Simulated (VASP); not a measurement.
# Si: single point with PBE

Crystal: Si.

```xyz
2
Lattice="0.0000 2.7348 2.7348 2.7348 0.0000 2.7348 2.7348 2.7348 0.0000" Properties=species:S:1:pos:R:3 pbc="T T T"
Si    0.0000    0.0000    0.0000
Si    1.3674    1.3674    1.3674
```

```yaml
Program: VASP 6.6.1
Task: single point
Functional: PBE
Potentials_or_basis: VASP PAW PBE potentials, release 64 (Si)
Cutoff: 500 eV
k_mesh: 10 × 10 × 10
Occupations: gaussian, width 0.02 eV
Spin: no spin polarisation
```

```
Pressure               : 0.0 GPa
Band gap on the k mesh : 0.62 eV, indirect (least direct gap 2.56 eV)
```

Levels at points of the mesh, in eV from the valence-band top:
```tsv
k point	band 2	band 3	band 4	band 5	band 6	band 7
(0.00, 0.00, 0.00)	0.00	0.00	0.00	2.56	2.56	2.56
(0.50, 0.00, 0.00)	-6.87	-1.18	-1.18	1.47	3.35	3.35
(0.50, 0.50, 0.00)	-7.74	-2.79	-2.79	0.75	0.75	9.93
```

It took 23 s on 1 thread of Intel Xeon 8259CL, on a shared host, peak memory 0.15 GiB.

A k mesh can miss the band edges.
